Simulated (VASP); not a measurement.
# BeTe: single point with r2SCAN

BeTe:

```xyz
2
Lattice="2.6656 2.6656 0.0000 -2.6656 2.6656 0.0000 0.0000 2.6656 2.6656" Properties=species:S:1:pos:R:3 pbc="T T T"
Be    0.0000    0.0000    0.0000
Te    1.3328    3.9984    1.3328
```

```yaml
Program: VASP 6.6.1
Task: single point
Functional: r2SCAN
Potentials_or_basis: VASP PAW PBE potentials, release 64 (Be, Te)
Cutoff: 520 eV
k_mesh: 8 × 8 × 8
Occupations: gaussian, width 0.01 eV
Spin: no spin polarisation
Dipole_correction: no
Further_INCAR_settings: ALGO = Normal; EDIFF = 1e-06; NBANDS = 11
```

The pressure is 15.3 GPa and the band gap on the k mesh is 1.86 eV, indirect (least direct gap 3.78 eV).

Levels at points of the mesh, in eV from the valence-band top:
```
           k point  band 1  band 2  band 3  band 4  band 5  band 6  band 7  band 8  band 9
(0.00, 0.00, 0.00)  -14.07    0.00    0.00    0.00    3.78    3.78    3.78    5.89    9.29
(0.50, 0.00, 0.00)  -12.15   -6.98   -1.50   -1.50    4.02    4.85    4.85    8.36   12.63
(0.50, 0.50, 0.00)  -11.43   -6.37   -3.47   -3.47    1.86    2.68   11.65   11.65   13.58
```

It took 32 s on 1 thread of Intel(R) Xeon(R) Platinum 8559C (Emerald Rapids) (shared host), peak memory 0.16 GiB.

Caveat: the PAW data sets were made with another functional, which shifts forces and pressure a little; spin-orbit coupling is left out, which moves the levels of the heavy elements. r2SCAN opens gaps a little over a GGA but as a rule still falls short of measured ones.
